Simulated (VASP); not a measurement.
Here is a VASP 6.6.1 calculation.

File INCAR:

```
SYSTEM = MgS
  PREC = Accurate
  ENCUT = 520
  EDIFF = 1E-7
  ISMEAR = 0
  SIGMA = 0.05
  LREAL = .FALSE.
  LASPH = .TRUE.
  NELM = 100
  ALGO = Normal
  ISIF = 2
  LWAVE = .FALSE.
  LCHARG = .FALSE.
  GGA = PE
  NBANDS = 11
```

The input KPOINTS:

```
regular mesh
0
G
  8 8 8
  0 0 0
```

The input POSCAR:

```
MgS
1.0
    0.0000000000      2.6016500000      2.5236005000
    2.6016500000      0.0000000000      2.5236005000
    2.6016500000      2.6016500000      0.0000000000
Mg S
1 1
Direct
    0.0000000000      0.0000000000      0.0000000000
    0.5000000000      0.5000000000      0.5000000000
```

Potentials or basis: VASP PAW PBE potentials, release 64 (Mg, S).

Run with:

```bash
$ cat potpaw_PBE.64/Mg/POTCAR potpaw_PBE.64/S/POTCAR > POTCAR
$ mpirun -np 1 vasp_std > vasp.out
```

(1) Predict the pressure.

(2) Predict the band gap on the k mesh.

Answers

(1) 3.6 GPa.

(2) 2.70 eV, indirect (least direct gap 3.91 eV).

Caveat: the cell differs from its parent crystal (strain +0.000 along x and y, -0.030 along z).
